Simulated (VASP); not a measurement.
# SiO2 (Pnnm) in VASP: notebook

The runs below take SiO2 through single point, with PBE.

Everything below comes from runs of VASP 6.6.1. Logs are shortened: lines on timing, memory, paths and dates and some standing lists are left out, and cuts for length are marked.

**1. The cell of the first run**

Symmetry: Pnnm, No. 58, orthorhombic system. The conventional cell has a = 4.236 Å, b = 4.434 Å, c = 2.690 Å, α = 90.00°, β = 90.00°, γ = 90.00°. Si (site symmetry 2/m) has 6 O at 1.79 to 1.89 Å within 2.4 Å. O (site symmetry m) has 3 Si at 1.79 to 1.89 Å and 1 O at 2.37 Å within 2.4 Å.

**2. Single point, PBE (atoms displaced along a vibrational mode, the cell strained)**

INCAR

```
SYSTEM = SiO2
PREC = Accurate
ENCUT = 520
EDIFF = 1E-6
ISMEAR = 0
SIGMA = 0.05
LREAL = .False.
LASPH = .True.
NELM = 100
ALGO = Normal
ISIF = 2
LWAVE = .False.
LCHARG = .False.
GGA = PE
NBANDS = 25
```

KPOINTS

```
regular mesh
0
Gamma
  6 6 8
  0 0 0
```

POSCAR

```
SiO2
1.0
    4.2358788266      0.0000000000      0.0000000000
    0.0000000000      4.4336943678      0.0000000000
    0.0000000000      0.0000000000      2.6897743046
Si O
2 4
Direct
    0.5000000000      0.5000000000      0.5000000000
    0.0000000000      0.0000000000      0.0000000000
    0.7116424844      0.6743831010      0.0000000000
    0.2116424844      0.8256168990      0.5000000000
    0.2883575156      0.3256168990      0.0000000000
    0.7883575156      0.1743831010      0.5000000000
```

Potentials or basis: VASP PAW PBE potentials, release 64 (Si, O).

On the command line:

```console
cat potpaw_PBE.64/Si/POTCAR potpaw_PBE.64/O/POTCAR > POTCAR
mpirun -np 1 vasp_std > vasp.out
```

OUTCAR:

```text
SYSTEM = SiO2
   PREC = Accurate
   ENCUT = 520
   EDIFF = 1E-6
   ISMEAR = 0
   LREAL = .False.
   LASPH = .True.
   NELM = 100
   ISIF = 2
   GGA = PE

 ion  position               nearest neighbor table
   1  0.500  0.500  0.500-   3 1.79   5 1.79   3 1.79   5 1.79   4 1.89   6 1.89
   2  0.000  0.000  0.000-   4 1.79   6 1.79   4 1.79   6 1.79   5 1.89   3 1.89
   3  0.712  0.674  0.000-   1 1.79   1 1.79   2 1.89
   4  0.212  0.826  0.500-   2 1.79   2 1.79   1 1.89
   5  0.288  0.326  0.000-   1 1.79   1 1.79   2 1.89
   6  0.788  0.174  0.500-   2 1.79   2 1.79   1 1.89

  LATTYP: Found a simple orthorhombic cell.
 ALAT       =     2.6897743046
 B/A-ratio  =     1.5748082727
 C/A-ratio  =     1.6483518190

  Lattice vectors:

 A1 = (   0.0000000000,   0.0000000000,   2.6897743046)
 A2 = (   4.2358788266,   0.0000000000,   0.0000000000)
 A3 = (   0.0000000000,   4.4336943678,   0.0000000000)

Analysis of symmetry for initial positions (statically):
=====================================================================
 Subroutine PRICEL returns:
 Original cell was already a primitive cell.

 Routine SETGRP: Setting up the symmetry group for a
 simple orthorhombic supercell.

 Subroutine GETGRP returns: Found  8 space group operations
 (whereof  4 operations were pure point group operations)
 out of a pool of  8 trial point group operations.

The static configuration has the point symmetry C_2h.
 The point group associated with its full space group is D_2h.

Analysis of symmetry for dynamics (positions and initial velocities):
=====================================================================
 Subroutine PRICEL returns:
 Original cell was already a primitive cell.

 Routine SETGRP: Setting up the symmetry group for a
 simple orthorhombic supercell.

 Subroutine GETGRP returns: Found  8 space group operations
 (whereof  4 operations were pure point group operations)
 out of a pool of  8 trial point group operations.

The dynamic configuration has the point symmetry C_2h.
 The point group associated with its full space group is D_2h.

 Subroutine INISYM returns: Found  8 space group operations
 (whereof  4 operations are pure point group operations),
 and found     1 'primitive' translations

----------------------------------------------------------------------------------------

                                     Primitive cell

  volume of cell :      50.5156

  direct lattice vectors                    reciprocal lattice vectors
     4.235878827  0.000000000  0.000000000     0.236078519  0.000000000  0.000000000
     0.000000000  4.433694368  0.000000000     0.000000000  0.225545542  0.000000000
     0.000000000  0.000000000  2.689774305     0.000000000  0.000000000  0.371778405

  length of vectors
     4.235878827  4.433694368  2.689774305     0.236078519  0.225545542  0.371778405

  position of ions in fractional coordinates (direct lattice)
     0.500000000  0.500000000  0.500000000
     0.000000000  0.000000000  0.000000000
     0.711642484  0.674383101  0.000000000
     0.211642484  0.825616899  0.500000000
     0.288357516  0.325616899  0.000000000
     0.788357516  0.174383101  0.500000000

  ion indices of the primitive-cell ions
   primitive index   ion index
                 1           1
                 2           2
                 3           3
                 4           4
                 5           5
                 6           6

----------------------------------------------------------------------------------------

 KPOINTS: regular mesh

Automatic generation of k-mesh.
 Grid dimensions read from file:
 generate k-points for:    6    6    8

 Generating k-lattice:

  Cartesian coordinates                     Fractional coordinates (reciprocal lattice)
     0.039346420  0.000000000  0.000000000     0.166666667  0.000000000  0.000000000
     0.000000000  0.037590924  0.000000000     0.000000000  0.166666667  0.000000000
     0.000000000  0.000000000  0.046472301     0.000000000  0.000000000  0.125000000

  Length of vectors
     0.039346420  0.037590924  0.046472301

  Shift w.r.t. Gamma in fractional coordinates (k-lattice)
     0.000000000  0.000000000  0.000000000

 Subroutine IBZKPT returns following result:
 ===========================================

 Found     80 irreducible k-points:

 Following reciprocal coordinates:
            Coordinates               Weight
  0.000000  0.000000  0.000000      1.000000
  0.166667  0.000000  0.000000      2.000000
  0.333333  0.000000  0.000000      2.000000
  0.500000  0.000000  0.000000      1.000000
  0.000000  0.166667  0.000000      2.000000
  0.166667  0.166667  0.000000      4.000000
[... 16 lines left out ...]
  0.333333  0.166667  0.125000      8.000000
  0.500000  0.166667  0.125000      4.000000
 [... further k-points ...]
   k-points           NKPTS =     80   k-points in BZ     NKDIM =     80   number of bands    NBANDS=     25
   number of dos      NEDOS =    301   number of ions     NIONS =      6
   total plane-waves  NPLWV =  23040
   dimension x,y,z NGX =    32 NGY =   36 NGZ =   20
   dimension x,y,z NGXF=    64 NGYF=   72 NGZF=   40
   ions per type =               2   4
   NGX,Y,Z   is equivalent  to a cutoff of  12.56, 13.50, 12.36 a.u.
   NGXF,Y,Z  is equivalent  to a cutoff of  25.12, 27.00, 24.72 a.u.
 SYSTEM =  SiO2
   PREC   = accura    normal or accurate (medium, high low for compatibility)
   ISTART =      0    job   : 0-new  1-cont  2-samecut
   ICHARG =      2    charge: 1-file 2-atom 10-const
   ISPIN  =      1    spin polarized calculation?
   LNONCOLLINEAR =      F non collinear calculations
   LSORBIT =      F    spin-orbit coupling
   LASPH  =      T    aspherical Exc in radial PAW
   ENCUT  =  520.0 eV  38.22 Ry    6.18 a.u.   7.88  8.24  5.00*2*pi/ulx,y,z
   NELM   =    100;   NELMIN=  2; NELMDL= -5     # of ELM steps
   EDIFF  = 0.1E-05   stopping-criterion for ELM
   LREAL  =      F    real-space projection
   EDIFFG = 0.1E-04   stopping-criterion for IOM
   NSW    =      0    number of steps for IOM
   IBRION =     -1    ionic relax: 0-MD 1-quasi-New 2-CG
   NFREE  =      0    steps in history (QN), initial steepest desc. (CG)
   ISIF   =      2    stress and relaxation
   ISYM   =      2    0-nonsym 1-usesym 2-fastsym
   POTIM  = 0.5000    time-step for ionic-motion
   TEBEG  =    0.0;   TEEND  =   0.0 temperature during run
   PSTRESS=    0.0 pullay stress
   NELECT =      32.0000    total number of electrons
   NUPDOWN=      -1.0000    fix difference up-down
   EMIN   =  10.00;   EMAX   =-10.00  energy-range for DOS
   EFERMI =   0.00;   METHOD = LEGACY
   ISMEAR =     0;   SIGMA  =   0.05  broadening in eV -4-tet -1-fermi 0-gaus
   EFERMI_NEDOS =   21; number of points for ismear=-14 and -15
   IALGO  =     38    algorithm
   IMIX   =      4    mixing-type and parameters
     AMIX     =   0.40;   BMIX     =  1.00
     AMIX_MAG =   1.60;   BMIX_MAG =  1.00
  volume/ion in A,a.u.               =       8.42        56.82
  Fermi-wavevector in a.u.,A,eV,Ry     =   1.405993  2.656941 26.896214  1.976816
  Thomas-Fermi vector in A             =   2.528398
   LORBIT       =      0    0 simple, 1 ext, 2 COOP (PROOUT), +10 PAW based schemes
   GGA     = PE    functional components
   LHFCALC =     F    Hartree Fock is set to
   AEXX    =    0.0000 exact exchange contribution
   IVDW    =     0    specifies the selected vdW correction
   LEPSILON=     F    determine dielectric tensor
   LRPA    =     F    only Hartree local field effects (RPA)
 non-spin polarized calculation
 Gauss-broadening in eV      SIGMA  =   0.05
  energy-cutoff  :      520.00
  volume of cell :       50.52
 maximum number of plane-waves:      1380
 NGX is ok and might be reduce to    32
   NGX = 15   NGY = 17   NGZ = 11

 number of electron      32.0000005 magnetization

 Free energy of the ion-electron system (eV)
  ---------------------------------------------------
  ext. energy  EPLUGINS =         0.00000000
  ---------------------------------------------------
  free energy    TOTEN  =       -46.15546675 eV

  energy without entropy =      -46.15546675  energy(sigma->0) =      -46.15546675

 E-fermi :   7.1104     XC(G=0): -11.8488

 val. band max:        6.8937291066   @ k =   0.0000   0.0000   0.0000
 cond. band min:      11.4039580272   @ k =   0.0000   0.0000   0.0000
 fundamental gap:      4.5102289206
 Fermi energy:         7.1104088886

 k-point     1 :       0.0000    0.0000    0.0000
  band No.  band energies     occupation
      1     -14.6379      2.00000
      2     -11.4731      2.00000
      3     -11.3966      2.00000
      4     -11.3889      2.00000
      5      -3.1445      2.00000
      6       0.7314      2.00000
[... 17 lines left out ...]
     24      20.3387      0.00000
     25      21.4446      0.00000

 k-point     2 :       0.1667    0.0000    0.0000
  band No.  band energies     occupation
      1     -14.5043      2.00000
      2     -12.0100      2.00000
      3     -11.4155      2.00000
      4     -11.0417      2.00000
      5      -2.9557      2.00000
      6       0.0844      2.00000
[... 17 lines left out ...]
     24      19.8758      0.00000
     25      21.5282      0.00000

 k-point     3 :       0.3333    0.0000    0.0000
  band No.  band energies     occupation
      1     -14.1163      2.00000
      2     -12.7697      2.00000
      3     -11.2638      2.00000
      4     -10.9675      2.00000
      5      -2.4777      2.00000
      6      -0.9199      2.00000
[... 552 lines left out ...]
 k-point    23 :       0.3333    0.1667    0.1250
  band No.  band energies     occupation
      1     -13.8278      2.00000
      2     -12.6226      2.00000
      3     -11.3651      2.00000
      4     -10.9490      2.00000
      5      -2.1062      2.00000
      6      -0.6514      2.00000
[... 17 lines left out ...]
     24      20.2693      0.00000
     25      20.6830      0.00000

 k-point    24 :       0.5000    0.1667    0.1250
  band No.  band energies     occupation
      1     -13.2697      2.00000
      2     -13.2697      2.00000
      3     -11.1527      2.00000
      4     -11.1527      2.00000
      5      -1.4211      2.00000
      6      -1.4211      2.00000
[... 17 lines left out ...]
     24      19.9186      0.00000
     25      21.3280      0.00000

 [... further k-points ...]
[... 5 lines left out ...]
  --------------------------------------------------------------------------------------
  -------------------------------------------------------------------------------------
  Total       -3.6416071     -4.9697736     -2.4719072     -0.0000000      0.0000000      0.0000000
  in kB     -115.4990873   -157.6239002    -78.4002814     -0.0000000      0.0000000      0.0000000
  external PRESSURE =    -117.1744230 kB  Pullay stress =       0.0000000 kB

 VOLUME and BASIS-vectors are now :
 -----------------------------------------------------------------------------
  energy-cutoff  :      520.00
  volume of cell :       50.52
      direct lattice vectors                 reciprocal lattice vectors
     4.235878827  0.000000000  0.000000000     0.236078519  0.000000000  0.000000000
     0.000000000  4.433694368  0.000000000     0.000000000  0.225545542  0.000000000
     0.000000000  0.000000000  2.689774305     0.000000000  0.000000000  0.371778405

 POSITION                                       TOTAL-FORCE (eV/Angst)
 -----------------------------------------------------------------------------------
      2.11794      2.21685      1.34489        -0.000000      0.000000      0.000000
      0.00000      0.00000      0.00000        -0.000000      0.000000      0.000000
      3.01443      2.99001      0.00000        -0.509272     -0.134131      0.000000
      0.89649      3.66053      1.34489        -0.509272      0.134131      0.000000
      1.22145      1.44369      0.00000         0.509272      0.134131     -0.000000
      3.33939      0.77316      1.34489         0.509272     -0.134131     -0.000000
 -----------------------------------------------------------------------------------
    total drift:                                0.000000      0.000000     -0.000000

  FREE ENERGIE OF THE ION-ELECTRON SYSTEM (eV)
  ---------------------------------------------------
  free  energy   TOTEN  =       -46.1554667507 eV

  energy  without entropy=      -46.1554667507  energy(sigma->0) =      -46.15546675
```

Wall time 55 s (1 thread of Intel Xeon Platinum 8259CL at 2.50GHz (Skylake/Cascade Lake), shared host); peak memory 0.2 GiB.

What came out:

* Free energy: -46.1555 eV
* Pressure: -11.7 GPa
* Largest force: 0.527 eV/Å
* Band gap on the k mesh: 4.51 eV

Forces in eV/Å, atoms in the order of the input:
```
Si   0.000  0.000  0.000
Si   0.000  0.000  0.000
O   -0.509 -0.134  0.000
O   -0.509  0.134  0.000
O    0.509  0.134  0.000
O    0.509 -0.134  0.000
```

Stress tensor (GPa, compression positive):
```
-11.55   0.00   0.00
  0.00 -15.76   0.00
  0.00   0.00  -7.84
```

Levels at points of the mesh, in eV from the valence-band top:
| k point | band 14 | band 15 | band 16 | band 17 | band 18 | band 19 |
| --- | --- | --- | --- | --- | --- | --- |
| (0.00, 0.00, 0.00) | -0.65 | -0.53 | 0.00 | 4.51 | 6.92 | 8.15 |
| (0.50, 0.00, 0.00) | -2.23 | -0.70 | -0.70 | 6.75 | 6.75 | 8.83 |
| (0.00, 0.50, 0.00) | -2.19 | -0.92 | -0.92 | 7.13 | 7.13 | 9.19 |
| (0.50, 0.50, 0.00) | -2.19 | -1.79 | -1.79 | 6.82 | 6.82 | 9.72 |
| (0.00, 0.00, 0.50) | -2.41 | -2.11 | -2.11 | 8.11 | 8.11 | 11.56 |
| (0.50, 0.00, 0.50) | -2.05 | -1.11 | -1.11 | 8.33 | 8.33 | 9.03 |
| (0.00, 0.50, 0.50) | -1.79 | -1.62 | -1.62 | 7.68 | 7.68 | 8.80 |
| (0.50, 0.50, 0.50) | -1.55 | -1.13 | -1.13 | 6.43 | 6.43 | 10.16 |

Caveat: the cell differs from its parent crystal (atoms displaced along a vibrational mode, the cell strained); the cell stands under tension. A k mesh can miss the band edges.

**3. Single point, PBE (atoms displaced along a vibrational mode, the cell strained)**

INCAR: that of step 2 with these lines changed.

```diff
@@ -3,3 +3,3 @@
 ENCUT = 520
-EDIFF = 1E-6
+EDIFF = 1E-7
 ISMEAR = 0
```

KPOINTS

```
Automatic mesh
0
Gamma
  6 6 8
  0 0 0
```

POSCAR

```
SiO2
1.0
    4.2358788266      0.0000000000      0.0000000000
    0.0000000000      4.4336943678      0.0000000000
    0.0000000000      0.0000000000      2.6897743046
Si O
2 4
Direct
    0.5000000000      0.5000000000      0.5000000000
    0.0000000000      0.0000000000      0.0000000000
    0.6743831010      0.7116424844      0.0000000000
    0.1743831010      0.7883575156      0.5000000000
    0.3256168990      0.2883575156      0.0000000000
    0.8256168990      0.2116424844      0.5000000000
```

Potentials or basis: VASP PAW PBE potentials, release 64 (Si, O).

On the command line:

```console
cat potpaw_PBE.64/Si/POTCAR potpaw_PBE.64/O/POTCAR > POTCAR
mpirun -np 1 vasp_std > vasp.out
```

Run time: 58 s. Hardware: 1 thread of Intel Xeon Platinum 8259CL at 2.50GHz (Skylake/Cascade Lake), shared host; peak memory 0.2 GiB.

It converged, with:

```
Free energy            : -46.0068 eV
Pressure               : -11.9 GPa
Largest force          : 0.874 eV/Å
Band gap on the k mesh : 4.23 eV
```

Forces in eV/Å, atoms in the order of the input:
```
Si   0.000  0.000  0.000
Si   0.000  0.000  0.000
O   -0.086 -0.869  0.000
O   -0.086  0.869  0.000
O    0.086  0.869  0.000
O    0.086 -0.869  0.000
```

Stress tensor (GPa, compression positive):
```
 -2.16   0.00   0.00
  0.00 -27.43   0.00
  0.00   0.00  -6.07
```

Levels at points of the mesh, in eV from the valence-band top:
```
           k point  band 12  band 13  band 14  band 15  band 16  band 17  band 18  band 19  band 20  band 21
(0.00, 0.00, 0.00)    -2.50    -2.24    -1.15    -0.50     0.00     4.23     6.77     7.93     8.47    11.02
(0.50, 0.00, 0.00)    -3.36    -2.44    -2.44    -1.31    -1.31     6.84     6.84     8.88     8.88    10.77
(0.00, 0.50, 0.00)    -3.56    -2.26    -2.26    -0.61    -0.61     6.56     6.56     8.66     8.66     9.95
(0.50, 0.50, 0.00)    -2.82    -2.46    -2.46    -2.07    -2.07     6.63     6.63     9.50     9.50    11.83
(0.00, 0.00, 0.50)    -4.38    -2.62    -2.62    -2.31    -2.31     7.78     7.78    11.30    11.30    11.66
(0.50, 0.00, 0.50)    -3.43    -1.86    -1.86    -1.53    -1.53     7.55     7.55     8.68     8.68    11.70
(0.00, 0.50, 0.50)    -3.75    -2.37    -2.37    -1.54    -1.54     7.80     7.80     8.61     8.61    12.40
(0.50, 0.50, 0.50)    -4.24    -1.61    -1.61    -1.29    -1.29     6.04     6.04    10.14    10.14    11.15
```

Caveat: the cell differs from its parent crystal (atoms displaced along a vibrational mode, the cell strained); the cell stands under tension.

[end of part 1 of 2]
